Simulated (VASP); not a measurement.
A run of VASP 6.6.1 is set up as follows.

File INCAR:

```
SYSTEM = W
ALGO = Normal
EDIFF = 1E-7
EDIFFG = -0.02
ENCUT = 500
GGA = PS
GGA_COMPAT = .False.
IBRION = 2
ISIF = 3
ISMEAR = 1
LASPH = .True.
LCHARG = .False.
LREAL = .False.
LWAVE = .False.
NELM = 120
NELMIN = 4
NSW = 80
PREC = Accurate
SIGMA = 0.05
```

The input KPOINTS:

```
k-points
0
Gamma
  9 9 9
  0 0 0
```

Contents of POSCAR:

```
W
1.0
    2.7407020215     -0.0000000152     -0.0000000263
   -0.9135673262      2.5839586512     -0.0000000263
   -0.9135673262     -1.2919792876      2.2377738561
W
1
Direct
    0.0000000000      0.0000000000      0.0000000000
```

Potentials or basis: VASP PAW PBE potentials, release 64 (W_sv).

Command:

```bash
$ cat potpaw_PBE.64/W_sv/POTCAR > POTCAR
$ mpirun -np 1 vasp_std > vasp.out
```

Task: What does it give for the relaxed volume?

Result: 15.71 Å³/atom.

Task: Estimate the space group after relaxing (to 0.05 Å).

Result: Im-3m (No. 229).

Task: Predict the band gap on the k mesh.

Result: Zero (band 7 reaches 15.46 eV, above the bottom of band 8 at 10.15 eV).

Task: Predict the relaxed cell.

Result: a = 2.733 Å, b = 2.733 Å, c = 2.733 Å, α = 109.47°, β = 109.47°, γ = 109.47°.

Final structure:
```
W
1.0
     2.73296    0.00000    0.00000
    -0.91099    2.57666    0.00000
    -0.91099   -1.28833    2.23145
W
1
Direct
  0.00000 0.00000 0.00000
```

Caveat: the PAW data sets were made with another functional, which shifts forces and pressure a little; spin-orbit coupling is left out, which moves the levels of the heavy elements.
